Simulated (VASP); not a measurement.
Here is a VASP 6.6.1 calculation.

The input INCAR:

```
PREC = Accurate
ENCUT = 600
EDIFF = 1E-7
ISMEAR = -1
SIGMA = 0.08
LREAL = False
LASPH = True
NELM = 100
ALGO = Normal
ISIF = 3
LWAVE = False
LCHARG = False
GGA = PS
IBRION = 2
NSW = 60
EDIFFG = -0.005
PSTRESS = 8.7
```

File KPOINTS:

```
Automatic mesh
0
Gamma
  9 9 12
```

POSCAR

```
Rh
1.0
    4.2221708638      0.0000000000      0.0000000000
   -2.1110854319      3.6565072272      0.0000000000
    0.0000000000      0.0000000000      2.6177459356
Rh
3
Direct
    0.0000000000      0.0000000000      0.0000000000
    0.3333333333      0.6666666667      0.5000000000
    0.6666666667      0.3333333333      0.5000000000
```

Potentials or basis: VASP PAW PBE potentials, release 64 (Rh_pv).

Launch:

```bash
$ cat potpaw_PBE.64/Rh_pv/POTCAR > POTCAR
$ mpirun -np 1 vasp_std > vasp.out
```

(1) Predict the space group after relaxing (to 0.1 Å).

(2) Estimate the relaxed cell.

(3) Predict the relaxed volume.

(4) What does it give for the band gap on the k mesh?

Results:

(1) P6/mmm (No. 191).

(2) a = 4.276 Å, b = 4.276 Å, c = 2.621 Å, α = 90.00°, β = 90.00°, γ = 120.00°.

(3) 13.83 Å³/atom.

(4) zero (an odd number of electrons rules out a gap without spin polarisation).

Caveat: the cell is relaxed towards a set pressure, so the run minimises the enthalpy, not the energy; the PAW data sets were made with another functional, which shifts forces and pressure a little.
